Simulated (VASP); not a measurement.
# WS2 (P2_1/m) in VASP: further runs

The runs below take WS2 through single point, with PBEsol.

Everything below comes from runs of VASP 6.6.1. Logs are shortened: lines on timing, memory, paths and dates and some standing lists are left out, and cuts for length are marked.

## (1) The cell of the first run

The typed cell holds 6 atoms: a = 3.083 Å, b = 3.140 Å, c = 12.741 Å, α = 90.00°, β = 90.00°, γ = 119.38°.

## (2) Single point, PBEsol

File INCAR:

```
SYSTEM = WS2
PREC = Accurate
ENCUT = 500
EDIFF = 1E-6
ISMEAR = 0
SIGMA = 0.02
LREAL = .False.
LASPH = .True.
NELM = 120
ALGO = Normal
ISIF = 2
LWAVE = .False.
LCHARG = .False.
GGA = PS
NBANDS = 35
GGA_COMPAT = .False.
```

File KPOINTS:

```
regular mesh
0
Gamma
  12 12 2
  0 0 0
```

File POSCAR:

```
WS2
1.0
    3.0831620521      0.0007383062      0.0000000000
   -1.5409253232      2.7355141571      0.0000000000
    0.0000000000      0.0000000000     12.7406859251
W S
2 4
Direct
    0.3333686804      0.6667114679      0.2500000000
    0.6666313196      0.3332885321      0.7500000000
    0.3347057336      0.6695345872      0.6262470774
    0.6652942664      0.3304654128      0.1262470774
    0.3347057336      0.6695345872      0.8737529226
    0.6652942664      0.3304654128      0.3737529226
```

Potentials or basis: VASP PAW PBE potentials, release 64 (W_sv, S).

The run is started by

```console
$ cat potpaw_PBE.64/W_sv/POTCAR potpaw_PBE.64/S/POTCAR > POTCAR
$ mpirun -np 1 vasp_std > vasp.out
```

OUTCAR:

```text
SYSTEM = WS2
   PREC = Accurate
   ENCUT = 500
   EDIFF = 1E-6
   ISMEAR = 0
   LREAL = .False.
   LASPH = .True.
   NELM = 120
   ISIF = 2
   GGA = PS

 ion  position               nearest neighbor table
   1  0.333  0.667  0.250-   4 2.39   6 2.39   4 2.39   6 2.39   4 2.40   6 2.40
   2  0.667  0.333  0.750-   3 2.39   5 2.39   3 2.39   5 2.39   3 2.40   5 2.40
   3  0.335  0.670  0.626-   2 2.39   2 2.39   2 2.40
   4  0.665  0.330  0.126-   1 2.39   1 2.39   1 2.40
   5  0.335  0.670  0.874-   2 2.39   2 2.39   2 2.40
   6  0.665  0.330  0.374-   1 2.39   1 2.39   1 2.40

  LATTYP: Found a simple monoclinic cell.
 ALAT       =     3.0831621405
 B/A-ratio  =     4.1323437901
 C/A-ratio  =     1.0183258686
 COS(beta)  =    -0.4905844503

  Lattice vectors:

 A1 = (   3.0831620521,   0.0007383062,   0.0000000000)
 A2 = (   0.0000000000,   0.0000000000, -12.7406859251)
 A3 = (  -1.5409253232,   2.7355141571,   0.0000000000)

Analysis of symmetry for initial positions (statically):
=====================================================================
 Subroutine PRICEL returns:
 Original cell was already a primitive cell.

 Routine SETGRP: Setting up the symmetry group for a
 simple monoclinic supercell.

 Subroutine GETGRP returns: Found  4 space group operations
 (whereof  2 operations were pure point group operations)
 out of a pool of  4 trial point group operations.

The static configuration has the point symmetry S_2 .
 The point group associated with its full space group is C_2h.

Analysis of symmetry for dynamics (positions and initial velocities):
=====================================================================
 Subroutine PRICEL returns:
 Original cell was already a primitive cell.

 Routine SETGRP: Setting up the symmetry group for a
 simple monoclinic supercell.

 Subroutine GETGRP returns: Found  4 space group operations
 (whereof  2 operations were pure point group operations)
 out of a pool of  4 trial point group operations.

The dynamic configuration has the point symmetry S_2 .
 The point group associated with its full space group is C_2h.

 Subroutine INISYM returns: Found  4 space group operations
 (whereof  2 operations are pure point group operations),
 and found     1 'primitive' translations

----------------------------------------------------------------------------------------

                                     Primitive cell

  volume of cell :     107.4699

  direct lattice vectors                    reciprocal lattice vectors
     3.083162052  0.000738306  0.000000000     0.324298597  0.182678609  0.000000000
    -1.540925323  2.735514157  0.000000000    -0.000087527  0.365512686  0.000000000
     0.000000000  0.000000000 12.740685925     0.000000000  0.000000000  0.078488710

  length of vectors
     3.083162140  3.139663765 12.740685925     0.372211034  0.365512697  0.078488710

  position of ions in fractional coordinates (direct lattice)
     0.333368680  0.666711468  0.250000000
     0.666631320  0.333288532  0.750000000
     0.334705734  0.669534587  0.626247077
     0.665294266  0.330465413  0.126247077
     0.334705734  0.669534587  0.873752923
     0.665294266  0.330465413  0.373752923

  ion indices of the primitive-cell ions
   primitive index   ion index
                 1           1
                 2           2
                 3           3
                 4           4
                 5           5
                 6           6

----------------------------------------------------------------------------------------

 KPOINTS: regular mesh

Automatic generation of k-mesh.
 Grid dimensions read from file:
 generate k-points for:   12   12    2

 Generating k-lattice:

  Cartesian coordinates                     Fractional coordinates (reciprocal lattice)
     0.027024883  0.015223217  0.000000000     0.083333333  0.000000000  0.000000000
    -0.000007294  0.030459391  0.000000000     0.000000000  0.083333333  0.000000000
     0.000000000  0.000000000  0.039244355     0.000000000  0.000000000  0.500000000

  Length of vectors
     0.031017586  0.030459391  0.039244355

  Shift w.r.t. Gamma in fractional coordinates (k-lattice)
     0.000000000  0.000000000  0.000000000

 Subroutine IBZKPT returns following result:
 ===========================================

 Found    148 irreducible k-points:

 Following reciprocal coordinates:
            Coordinates               Weight
  0.000000  0.000000  0.000000      1.000000
  0.083333  0.000000  0.000000      2.000000
  0.166667  0.000000  0.000000      2.000000
  0.250000 -0.000000  0.000000      2.000000
  0.333333  0.000000  0.000000      2.000000
  0.416667 -0.000000  0.000000      2.000000
[... 16 lines left out ...]
  0.250000  0.166667  0.000000      2.000000
  0.333333  0.166667  0.000000      2.000000
 [... further k-points ...]
   k-points           NKPTS =    148   k-points in BZ     NKDIM =    148   number of bands    NBANDS=     35
   number of dos      NEDOS =    301   number of ions     NIONS =      6
   total plane-waves  NPLWV =  55296
   dimension x,y,z NGX =    24 NGY =   24 NGZ =   96
   dimension x,y,z NGXF=    48 NGYF=   48 NGZF=  192
   ions per type =               2   4
   NGX,Y,Z   is equivalent  to a cutoff of  12.94, 12.71, 12.53 a.u.
   NGXF,Y,Z  is equivalent  to a cutoff of  25.88, 25.42, 25.05 a.u.
 SYSTEM =  WS2
   PREC   = accura    normal or accurate (medium, high low for compatibility)
   ISTART =      0    job   : 0-new  1-cont  2-samecut
   ICHARG =      2    charge: 1-file 2-atom 10-const
   ISPIN  =      1    spin polarized calculation?
   LNONCOLLINEAR =      F non collinear calculations
   LSORBIT =      F    spin-orbit coupling
   LASPH  =      T    aspherical Exc in radial PAW
   ENCUT  =  500.0 eV  36.75 Ry    6.06 a.u.   5.62  5.72 23.23*2*pi/ulx,y,z
   NELM   =    120;   NELMIN=  2; NELMDL= -5     # of ELM steps
   EDIFF  = 0.1E-05   stopping-criterion for ELM
   LREAL  =      F    real-space projection
   EDIFFG = 0.1E-04   stopping-criterion for IOM
   NSW    =      0    number of steps for IOM
   IBRION =     -1    ionic relax: 0-MD 1-quasi-New 2-CG
   NFREE  =      0    steps in history (QN), initial steepest desc. (CG)
   ISIF   =      2    stress and relaxation
   ISYM   =      2    0-nonsym 1-usesym 2-fastsym
   POTIM  = 0.5000    time-step for ionic-motion
   TEBEG  =    0.0;   TEEND  =   0.0 temperature during run
   PSTRESS=    0.0 pullay stress
   NELECT =      52.0000    total number of electrons
   NUPDOWN=      -1.0000    fix difference up-down
   EMIN   =  10.00;   EMAX   =-10.00  energy-range for DOS
   EFERMI =   0.00;   METHOD = LEGACY
   ISMEAR =     0;   SIGMA  =   0.02  broadening in eV -4-tet -1-fermi 0-gaus
   EFERMI_NEDOS =   21; number of points for ismear=-14 and -15
   IALGO  =     38    algorithm
   IMIX   =      4    mixing-type and parameters
     AMIX     =   0.40;   BMIX     =  1.00
     AMIX_MAG =   1.60;   BMIX_MAG =  1.00
  volume/ion in A,a.u.               =      17.91       120.87
  Fermi-wavevector in a.u.,A,eV,Ry     =   1.285229  2.428730 22.474274  1.651813
  Thomas-Fermi vector in A             =   2.417375
   LORBIT       =      0    0 simple, 1 ext, 2 COOP (PROOUT), +10 PAW based schemes
   GGA     = PS    functional components
   LHFCALC =     F    Hartree Fock is set to
   AEXX    =    0.0000 exact exchange contribution
   IVDW    =     0    specifies the selected vdW correction
   LEPSILON=     F    determine dielectric tensor
   LRPA    =     F    only Hartree local field effects (RPA)
 non-spin polarized calculation
 Gauss-broadening in eV      SIGMA  =   0.02
  energy-cutoff  :      500.00
  volume of cell :      107.47
 maximum number of plane-waves:      2752
   NGX = 11   NGY = 11   NGZ = 47

 number of electron      51.9999994 magnetization

 Free energy of the ion-electron system (eV)
  ---------------------------------------------------
  ext. energy  EPLUGINS =         0.00000000
  ---------------------------------------------------
  free energy    TOTEN  =       -50.51860950 eV

  energy without entropy =      -50.51860950  energy(sigma->0) =      -50.51860950

 E-fermi :   7.2946     XC(G=0): -11.0051

 val. band max:        7.0258890665   @ k =   0.0000   0.0000   0.0000
 cond. band min:       8.1638675020   @ k =  -0.3333   0.1667   0.0000
 fundamental gap:      1.1379784355
 Fermi energy:         7.2945939929

 k-point     1 :       0.0000    0.0000    0.0000
  band No.  band energies     occupation
      1     -67.2732      2.00000
      2     -67.2732      2.00000
      3     -31.5727      2.00000
      4     -31.5727      2.00000
      5     -31.3700      2.00000
      6     -31.3700      2.00000
[... 27 lines left out ...]
     34       9.9846      0.00000
     35      12.1313      0.00000

 k-point     2 :       0.0833    0.0000    0.0000
  band No.  band energies     occupation
      1     -67.2716      2.00000
      2     -67.2716      2.00000
      3     -31.5674      2.00000
      4     -31.5674      2.00000
      5     -31.3834      2.00000
      6     -31.3834      2.00000
[... 27 lines left out ...]
     34       9.8683      0.00000
     35      12.6841      0.00000

 k-point     3 :       0.1667    0.0000    0.0000
  band No.  band energies     occupation
      1     -67.2673      2.00000
      2     -67.2673      2.00000
      3     -31.5529      2.00000
      4     -31.5528      2.00000
      5     -31.4460      2.00000
      6     -31.4460      2.00000
[... 27 lines left out ...]
     34      10.4143      0.00000
     35      13.7008      0.00000
[... 723 lines left out ...]
 k-point    23 :       0.2500    0.1667    0.0000
  band No.  band energies     occupation
      1     -67.2544      2.00000
      2     -67.2544      2.00000
      3     -31.6520      2.00000
      4     -31.6520      2.00000
      5     -31.5080      2.00000
      6     -31.5079      2.00000
[... 27 lines left out ...]
     34      11.9471      0.00000
     35      13.6790      0.00000

 k-point    24 :       0.3333    0.1667    0.0000
  band No.  band energies     occupation
      1     -67.2504      2.00000
      2     -67.2504      2.00000
      3     -31.7002      2.00000
      4     -31.7002      2.00000
      5     -31.5064      2.00000
      6     -31.5064      2.00000
[... 27 lines left out ...]
     34      12.0113      0.00000
     35      12.6637      0.00000

 [... further k-points ...]

------------------------ aborting loop because EDIFF is reached ----------------------------------------

  FORCE on cell =-STRESS in cart. coord.  units (eV):
  Direction    XX          YY          ZZ          XY          YZ          ZX
  --------------------------------------------------------------------------------------
  -------------------------------------------------------------------------------------
  Total        3.4610222      0.0469796      0.1000297     -0.0317952      0.0000000      0.0000000
  in kB       51.5974526      0.7003787      1.4912586     -0.4740084      0.0000000      0.0000000
  external PRESSURE =      17.9296966 kB  Pullay stress =       0.0000000 kB

 VOLUME and BASIS-vectors are now :
 -----------------------------------------------------------------------------
  energy-cutoff  :      500.00
  volume of cell :      107.47
      direct lattice vectors                 reciprocal lattice vectors
     3.083162052  0.000738306  0.000000000     0.324298597  0.182678609  0.000000000
    -1.540925323  2.735514157  0.000000000    -0.000087527  0.365512686  0.000000000
     0.000000000  0.000000000 12.740685925     0.000000000  0.000000000  0.078488710

 POSITION                                       TOTAL-FORCE (eV/Angst)
 -----------------------------------------------------------------------------------
      0.00048      1.82404      3.18517        -0.000550      0.000961      0.000000
      1.54176      0.91221      9.55551         0.000550     -0.000961      0.000000
      0.00025      1.83177      7.97882        -0.000272      0.000501     -0.022181
      1.54199      0.90448      1.60847         0.000272     -0.000501     -0.022181
      0.00025      1.83177     11.13221        -0.000272      0.000501      0.022181
      1.54199      0.90448      4.76187         0.000272     -0.000501      0.022181
 -----------------------------------------------------------------------------------
    total drift:                                0.000000     -0.000000     -0.000000

  FREE ENERGIE OF THE ION-ELECTRON SYSTEM (eV)
  ---------------------------------------------------
  free  energy   TOTEN  =       -50.5186095004 eV

  energy  without entropy=      -50.5186095004  energy(sigma->0) =      -50.51860950
```

Run time: 3.6 min. Hardware: 1 thread of Intel Xeon 6975P-C (Granite Rapids), shared host; peak memory 0.51 GiB.

What came out:

- Free energy: -50.5186 eV
- Pressure: 1.8 GPa
- Largest force: 0.022 eV/Å
- Band gap on the k mesh: 1.14 eV (least direct gap 1.98 eV)

Forces in eV/Å, atoms in the order of the input:
```
W   -0.001  0.001  0.000
W    0.001 -0.001  0.000
S    0.000  0.001 -0.022
S    0.000 -0.001 -0.022
S    0.000  0.001  0.022
S    0.000 -0.001  0.022
```

Stress tensor (GPa, compression positive):
```
 5.16 -0.05  0.00
-0.05  0.07  0.00
 0.00  0.00  0.15
```

Caveat: the PAW data sets were made with another functional, which shifts forces and pressure a little; spin-orbit coupling is left out, which moves the levels of the heavy elements; this functional lacks dispersion, which binds the layers, so the pressure and a relaxed spacing across them are unreliable.

## (3) Single point, PBEsol

This run uses another cell than the first one, of 17.66 Å³/atom.

File INCAR:

```
SYSTEM = WS2
PREC     = Accurate       ! precision mode
ENCUT    = 500            ! plane-wave cutoff, eV
EDIFF    = 1E-6           ! SCF threshold, eV
ISMEAR   = 0              ! smearing method
SIGMA    = 0.02           ! smearing width, eV
LREAL    = .FALSE.        ! projectors in reciprocal space
LASPH    = .TRUE.         ! aspherical terms in the spheres
NELM     = 120            ! most SCF steps
ALGO     = Normal         ! electronic algorithm
ISIF     = 2              ! what is computed and relaxed
LWAVE    = .FALSE.        ! write WAVECAR
LCHARG   = .TRUE.         ! write CHGCAR
GGA      = PS             ! functional
LELF     = .TRUE.         ! ELF
LVHAR    = .TRUE.       
NBANDS   = 35             ! bands
GGA_COMPAT= .FALSE.
```

File KPOINTS:

```
Automatic mesh
0
G
  12 12 2
  0 0 0
```

File POSCAR:

```
WS2
1.0
    3.0202400161      0.0016451500      0.0000000000
   -1.5086210611      2.7455555105      0.0000000000
    0.0000000000      0.0000000000     12.7779415531
W S
2 4
Direct
    0.3335766073      0.6671437979      0.2500000000
    0.6664233927      0.3328562021      0.7500000000
    0.3358134960      0.6719108414      0.6258784343
    0.6641865040      0.3280891586      0.1258784343
    0.3358134960      0.6719108414      0.8741215657
    0.6641865040      0.3280891586      0.3741215657
```

Potentials or basis: VASP PAW PBE potentials, release 64 (W_sv, S).

The run is started by

```console
$ cat potpaw_PBE.64/W_sv/POTCAR potpaw_PBE.64/S/POTCAR > POTCAR
$ mpirun -np 1 vasp_std > vasp.out
```

Wall time 11 min (1 thread of Intel Xeon 8259CL, shared host); peak memory 0.51 GiB.

The run converged. Its results:

| Quantity | Value |
| --- | --- |
| Free energy | -50.4081 eV |
| Pressure | 3.8 GPa |
| Largest force | 0.022 eV/Å |
| Band gap on the k mesh | 1.17 eV (least direct gap 2.10 eV) |

Forces in eV/Å, atoms in the order of the input:
```
W    0.000  0.001  0.000
W    0.000 -0.001  0.000
S    0.000  0.001 -0.022
S    0.000 -0.001 -0.022
S    0.000  0.001  0.022
S    0.000 -0.001  0.022
```

Stress tensor (GPa, compression positive):
```
11.10 -0.11  0.00
-0.11  0.04  0.00
 0.00  0.00  0.14
```

Levels at points of the mesh, in eV from the valence-band top:
```csv
k point,band 23,band 24,band 25,band 26,band 27,band 28,band 29,band 30
"(0.00, 0.00, 0.00)",-1.53,-1.50,-1.19,0.00,2.56,2.64,2.65,2.69
"(0.50, 0.00, 0.00)",-1.62,-1.48,-1.31,-1.23,2.77,2.81,3.09,3.37
"(0.00, 0.50, 0.00)",-1.61,-1.50,-1.05,-0.93,2.88,2.91,3.07,3.30
"(0.50, 0.50, 0.00)",-1.63,-1.49,-1.30,-1.22,2.78,2.82,3.09,3.37
"(0.00, 0.00, 0.50)",-1.51,-1.51,-0.35,-0.35,2.60,2.60,2.66,2.66
"(0.50, 0.00, 0.50)",-1.55,-1.55,-1.27,-1.27,2.80,2.80,3.29,3.29
"(0.00, 0.50, 0.50)",-1.55,-1.55,-0.99,-0.99,2.90,2.90,3.20,3.20
"(0.50, 0.50, 0.50)",-1.56,-1.56,-1.26,-1.26,2.81,2.81,3.29,3.29
```

Caveat: the cell stands under pressure; the PAW data sets were made with another functional, which shifts forces and pressure a little; spin-orbit coupling is left out, which moves the levels of the heavy elements; this functional lacks dispersion, which binds the layers, so the pressure and a relaxed spacing across them are unreliable.
